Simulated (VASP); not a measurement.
# LiRh12 in VASP: notebook

The runs below take LiRh12 through single point, with PBE.

Everything below comes from runs of VASP 6.6.1. Logs are shortened: lines on timing, memory, paths and dates and some standing lists are left out, and cuts for length are marked.

## Step 1: The cell of the first run

The cell holds a slab with vacuum, 13 atoms: a = 5.417 Å, b = 5.417 Å, c = 19.797 Å, α = 90.00°, β = 90.00°, γ = 120.00°.

## Step 2: Single point, PBE

Contents of INCAR:

```
PREC     = Accurate       # precision mode
ENCUT    = 520            # plane-wave cutoff, eV
EDIFF    = 1E-6           # SCF threshold, eV
ISMEAR   = 0              # smearing method
SIGMA    = 0.1            # smearing width, eV
LREAL    = F              # projectors in reciprocal space
LASPH    = T              # aspherical terms in the spheres
NELM     = 60             # most SCF steps
ALGO     = Normal         # electronic algorithm
ISIF     = 2              # what is computed and relaxed
LWAVE    = F              # write WAVECAR
LCHARG   = F              # write CHGCAR
LDIPOL   = T            
IDIPOL   = 3            
DIPOL    = 0.5 0.5 0.328
GGA      = PE             # functional
NBANDS   = 104            # bands
```

Contents of KPOINTS:

```
regular mesh
0
Gamma
  6 6 1
```

Contents of POSCAR:

```
LiRh12
1.0
    5.4165863251      0.0000000000      0.0000000000
   -2.7082931626      4.6909013593      0.0000000000
    0.0000000000      0.0000000000     19.7966119230
Rh Li
12 1
Direct
    0.3333333333      0.1666666667      0.2020547766
    0.3333333333      0.6666666667      0.2020547766
    0.8333333333      0.1666666667      0.2020547766
    0.8333333333      0.6666666667      0.2020547766
    0.1666666667      0.3333333333      0.3106031937
    0.1666666667      0.8333333333      0.3106031937
    0.6666666667      0.3333333333      0.3106031937
    0.6666666667      0.8333333333      0.3106031937
    0.0000000000      0.0000000000      0.4190925172
    0.0000000000      0.5000000000      0.4190925172
    0.5000000000      0.0000000000      0.4190925172
    0.5000000000      0.5000000000      0.4190925172
    0.0000000000      0.0000000000      0.5350357608
```

Potentials or basis: VASP PAW PBE potentials, release 64 (Rh_pv, Li_sv).

Launch:

```sh
$ cat potpaw_PBE.64/Rh_pv/POTCAR potpaw_PBE.64/Li_sv/POTCAR > POTCAR
$ mpirun -np 1 vasp_std > vasp.out
```

OUTCAR:

```text
PREC = Accurate
   ENCUT = 520
   EDIFF = 1E-6
   ISMEAR = 0
   LREAL = F
   LASPH = T
   NELM = 60
   ISIF = 2
   GGA = PE

 ion  position               nearest neighbor table
   1  0.333  0.167  0.202-   5 2.66   7 2.66   6 2.66   4 2.71   4 2.71   3 2.71   3 2.71   2 2.71
                             2 2.71
   2  0.333  0.667  0.202-   6 2.66   8 2.66   5 2.66   3 2.71   3 2.71   4 2.71   4 2.71   1 2.71
                             1 2.71
   3  0.833  0.167  0.202-   7 2.66   5 2.66   8 2.66   2 2.71   2 2.71   1 2.71   1 2.71   4 2.71
                             4 2.71
   4  0.833  0.667  0.202-   8 2.66   6 2.66   7 2.66   1 2.71   1 2.71   2 2.71   2 2.71   3 2.71
                             3 2.71
   5  0.167  0.333  0.311-  12 2.66   9 2.66  10 2.66   1 2.66   3 2.66   2 2.66   8 2.71   8 2.71
                             7 2.71   7 2.71   6 2.71   6 2.71
   6  0.167  0.833  0.311-  11 2.66  10 2.66   9 2.66   2 2.66   4 2.66   1 2.66   7 2.71   7 2.71
                             8 2.71   8 2.71   5 2.71   5 2.71
   7  0.667  0.333  0.311-  10 2.66  11 2.66  12 2.66   3 2.66   1 2.66   4 2.66   6 2.71   6 2.71
                             5 2.71   5 2.71   8 2.71   8 2.71
   8  0.667  0.833  0.311-   9 2.66  12 2.66  11 2.66   4 2.66   2 2.66   3 2.66   5 2.71   5 2.71
                             6 2.71   6 2.71   7 2.71   7 2.71
   9  0.000  0.000  0.419-  13 2.30   8 2.66   5 2.66   6 2.66  12 2.71  12 2.71  11 2.71  11 2.71
                            10 2.71  10 2.71
  10  0.000  0.500  0.419-   7 2.66   6 2.66   5 2.66  11 2.71  11 2.71  12 2.71  12 2.71   9 2.71
                             9 2.71
  11  0.500  0.000  0.419-   6 2.66   7 2.66   8 2.66  10 2.71  10 2.71   9 2.71   9 2.71  12 2.71
                            12 2.71
  12  0.500  0.500  0.419-   5 2.66   8 2.66   7 2.66   9 2.71   9 2.71  10 2.71  10 2.71  11 2.71
                            11 2.71
  13  0.000  0.000  0.535-   9 2.30

  LATTYP: Found a hexagonal cell.
 ALAT       =     5.4165863251
 C/A-ratio  =     3.6548133335

  Lattice vectors:

 A1 = (   5.4165863251,   0.0000000000,   0.0000000000)
 A2 = (  -2.7082931626,   4.6909013593,   0.0000000000)
 A3 = (   0.0000000000,   0.0000000000,  19.7966119230)

Analysis of symmetry for initial positions (statically):
=====================================================================
 Subroutine PRICEL returns:
 Original cell was already a primitive cell.

 Routine SETGRP: Setting up the symmetry group for a
 hexagonal supercell.

 Subroutine GETGRP returns: Found  6 space group operations
 (whereof  6 operations were pure point group operations)
 out of a pool of 24 trial point group operations.

The static configuration has the point symmetry C_3v.
[... 140 lines left out ...]
  Thomas-Fermi vector in A             =   2.305177
   LORBIT       =      0    0 simple, 1 ext, 2 COOP (PROOUT), +10 PAW based schemes
   GGA     = PE    functional components
   LHFCALC =     F    Hartree Fock is set to
   AEXX    =    0.0000 exact exchange contribution
   IVDW    =     0    specifies the selected vdW correction
   LEPSILON=     F    determine dielectric tensor
   LRPA    =     F    only Hartree local field effects (RPA)
 non-spin polarized calculation
 Gauss-broadening in eV      SIGMA  =   0.10
  energy-cutoff  :      520.00
  volume of cell :      503.01
 maximum number of plane-waves:     13567
   NGX = 21   NGY = 21   NGZ = 73

 dipolmoment           0.000000      0.000000      0.324690 electrons x Angstroem

 number of electron     183.0000014 magnetization

 dipolmoment           0.000000      0.000000     -0.450990 electrons x Angstroem

 Free energy of the ion-electron system (eV)
  ---------------------------------------------------
  ext. energy  EPLUGINS =         0.00000000
  ---------------------------------------------------
  free energy    TOTEN  =       -83.30476024 eV

  energy without entropy =      -83.22254807  energy(sigma->0) =      -83.26365416

 E-fermi :   1.6369     XC(G=0):  -5.9066

 val. band max:        1.6312010465   @ k =   0.3333   0.3333   0.0000
 cond. band min:       1.6620726215   @ k =   0.1667   0.1667   0.0000
 fundamental gap:      0.0308715750
 Fermi energy:         1.6369328316

 k-point     1 :       0.0000    0.0000    0.0000
  band No.  band energies     occupation
      1     -46.1090      2.00000
      2     -45.4525      2.00000
      3     -45.4525      2.00000
      4     -45.4361      2.00000
      5     -45.3563      2.00000
      6     -45.2761      2.00000
[... 731 lines left out ...]
    102       2.1394      0.00000
    103       2.1721      0.00000
 [bands above 103 left out]

------------------------ aborting loop because EDIFF is reached ----------------------------------------

 vacuum level on the upper side and lower side of the slab       (xc-potential included)        -1.853         1.380

  FORCE on cell =-STRESS in cart. coord.  units (eV):
  Direction    XX          YY          ZZ          XY          YZ          ZX
  --------------------------------------------------------------------------------------
  -------------------------------------------------------------------------------------
  Total       -6.6841858     -6.6841858      1.1051543      0.0000000      0.0000000     -0.0000000
  in kB      -21.2905193    -21.2905193      3.5201458      0.0000000      0.0000000     -0.0000000
  external PRESSURE =     -13.0202976 kB  Pullay stress =       0.0000000 kB

 VOLUME and BASIS-vectors are now :
 -----------------------------------------------------------------------------
  energy-cutoff  :      520.00
  volume of cell :      503.01
      direct lattice vectors                 reciprocal lattice vectors
     5.416586325  0.000000000  0.000000000     0.184618123  0.106589323  0.000000000
    -2.708293163  4.690901359  0.000000000     0.000000000  0.213178646  0.000000000
     0.000000000  0.000000000 19.796611923     0.000000000  0.000000000  0.050513694

 POSITION                                       TOTAL-FORCE (eV/Angst)
 -----------------------------------------------------------------------------------
      1.35415      0.78182      4.00000        -0.026632     -0.015376     -0.067598
     -0.00000      3.12727      4.00000        -0.000000      0.000000     -0.128879
      4.06244      0.78182      4.00000         0.026632     -0.015376     -0.067598
      2.70829      3.12727      4.00000        -0.000000      0.030752     -0.067598
      0.00000      1.56363      6.14889        -0.000000      0.047407      0.027901
     -1.35415      3.90908      6.14889         0.041055     -0.023703      0.027901
      2.70829      1.56363      6.14889        -0.000000      0.000000      0.054855
      1.35415      3.90908      6.14889        -0.041055     -0.023703      0.027901
      0.00000      0.00000      8.29661        -0.000000      0.000000     -0.683693
     -1.35415      2.34545      8.29661         0.007864      0.004540      0.284693
      2.70829      0.00000      8.29661         0.000000     -0.009080      0.284693
      1.35415      2.34545      8.29661        -0.007864      0.004540      0.284693
      0.00000      0.00000     10.59190        -0.000000      0.000000      0.022727
 -----------------------------------------------------------------------------------
    total drift:                               -0.000000      0.000000     -0.000566

  FREE ENERGIE OF THE ION-ELECTRON SYSTEM (eV)
  ---------------------------------------------------
  free  energy   TOTEN  =       -83.3047602370 eV

  energy  without entropy=      -83.2225480742  energy(sigma->0) =      -83.26365416

 vacuum level on the upper side and lower side of the slab         3.151         6.470
```

OSZICAR:

```text
N       E                     dE             d eps       ncg     rms          rms(c)
DAV:   1     0.188715282066E+04    0.18872E+04   -0.11517E+05  1920   0.169E+03
DAV:   2    -0.144898975434E+02   -0.19016E+04   -0.18594E+04  1568   0.491E+02
DAV:   3    -0.845541627365E+02   -0.70064E+02   -0.64859E+02  1856   0.906E+01
DAV:   4    -0.891356559094E+02   -0.45815E+01   -0.45117E+01  2272   0.152E+01
[... 23 lines left out ...]
DAV:  28    -0.833047307936E+02   -0.51002E-04   -0.99038E-06  1176   0.127E-02    0.269E-03
DAV:  29    -0.833047516260E+02   -0.20832E-04   -0.18818E-06   992   0.418E-03    0.392E-03
DAV:  30    -0.833047568445E+02   -0.52185E-05   -0.12247E-06   912   0.511E-03    0.244E-03
DAV:  31    -0.833047598020E+02   -0.29575E-05   -0.56345E-07   872   0.299E-03    0.167E-03
DAV:  32    -0.833047602370E+02   -0.43500E-06   -0.10250E-07   888   0.104E-03
   1 F= -.83304760E+02 E0= -.83263654E+02  d E =-.822122E-01
```

Run time: 16 min. Hardware: 1 thread of Intel Xeon Platinum 8488C (Sapphire Rapids), shared host; peak memory 0.67 GiB.

Results:

| Quantity | Value |
| --- | --- |
| Free energy | -83.3048 eV |
| Largest force | 0.684 eV/Å |
| Band gap on the k mesh | zero (an odd number of electrons rules out a gap without spin polarisation) |

Forces on the atoms (eV/Å):
```
Rh  -0.027 -0.015 -0.068
Rh   0.000  0.000 -0.129
Rh   0.027 -0.015 -0.068
Rh   0.000  0.031 -0.068
Rh   0.000  0.047  0.028
Rh   0.041 -0.024  0.028
Rh   0.000  0.000  0.055
Rh  -0.041 -0.024  0.028
Rh   0.000  0.000 -0.684
Rh   0.008  0.005  0.285
Rh   0.000 -0.009  0.285
Rh  -0.008  0.005  0.285
Li   0.000  0.000  0.023
```

Levels at points of the mesh, in eV from the Fermi level:
```tsv
k point	band 89	band 90	band 91	band 92	band 93	band 94	band 95	band 96	band 97	band 98
(0.00, 0.00, 0.00)	0.27	0.42	0.42	0.52	0.54	0.54	0.54	0.94	0.95	0.95
(0.50, 0.00, 0.00)	-0.78	-0.47	-0.44	-0.34	-0.33	-0.30	-0.23	0.23	0.27	0.49
```

Caveat: the cutoff is under 1.25 times the usual one of these potentials, so pressure, stress and relaxed cells hold a basis-set (Pulay) error.

## Step 3: Single point, PBE

Contents of INCAR:

```
SYSTEM = LiRh12
ALGO = Normal
DIPOL = 0.5 0.5 0.327
EDIFF = 1E-6
ENCUT = 520
GGA = PE
IDIPOL = 3
ISIF = 2
ISMEAR = 0
LASPH = .True.
LCHARG = .True.
LDIPOL = .True.
LELF = .True.
LREAL = .False.
LVACPOTAV = .True.
LVHAR = .True.
LWAVE = .False.
NBANDS = 104
NELM = 100
PREC = Accurate
SIGMA = 0.1
```

Contents of KPOINTS:

```
k-points
0
Gamma
  6 6 1
  0 0 0
```

Changes to POSCAR since step 2:

```diff
@@ -20,2 +20,2 @@
     0.5000000000      0.5000000000      0.4190925172
-    0.0000000000      0.0000000000      0.5350357608
+    0.1666666667      0.3333333333      0.5232097511
```

Potentials or basis: VASP PAW PBE potentials, release 64 (Rh_pv, Li_sv).

Launch:

```sh
$ cat potpaw_PBE.64/Rh_pv/POTCAR potpaw_PBE.64/Li_sv/POTCAR > POTCAR
$ mpirun -np 1 vasp_std > vasp.out
```

It took 17 min on 1 thread of Intel Xeon Platinum 8488C (Sapphire Rapids), shared host; peak memory 0.66 GiB.

The run converged. Its results:

* Free energy: -83.5948 eV
* Largest force: 0.285 eV/Å
* Band gap on the k mesh: zero (an odd number of electrons rules out a gap without spin polarisation)

Forces in eV/Å, atoms in the order of the input:
```
Rh  -0.049  0.028 -0.097
Rh   0.000 -0.057 -0.097
Rh   0.049  0.028 -0.097
Rh   0.000  0.000 -0.059
Rh   0.000  0.000  0.113
Rh   0.056  0.032 -0.012
Rh   0.000 -0.064 -0.012
Rh  -0.056  0.032 -0.012
Rh   0.000 -0.285  0.009
Rh  -0.247  0.143  0.009
Rh   0.000  0.000  0.237
Rh   0.247  0.143  0.009
Li   0.000  0.000  0.008
```

Levels at points of the mesh, in eV from the Fermi level:
| k point | band 91 | band 92 | band 93 | band 94 | band 95 | band 96 |
| --- | --- | --- | --- | --- | --- | --- |
| (0.00, 0.00, 0.00) | 0.42 | 0.54 | 0.54 | 0.55 | 0.70 | 0.94 |
| (0.50, 0.00, 0.00) | -0.42 | -0.34 | -0.33 | -0.28 | -0.24 | 0.24 |

Caveat: the cutoff is under 1.25 times the usual one of these potentials, so pressure, stress and relaxed cells hold a basis-set (Pulay) error.

The gap in the log of VASP goes by the Fermi energy; the results here count the filled bands.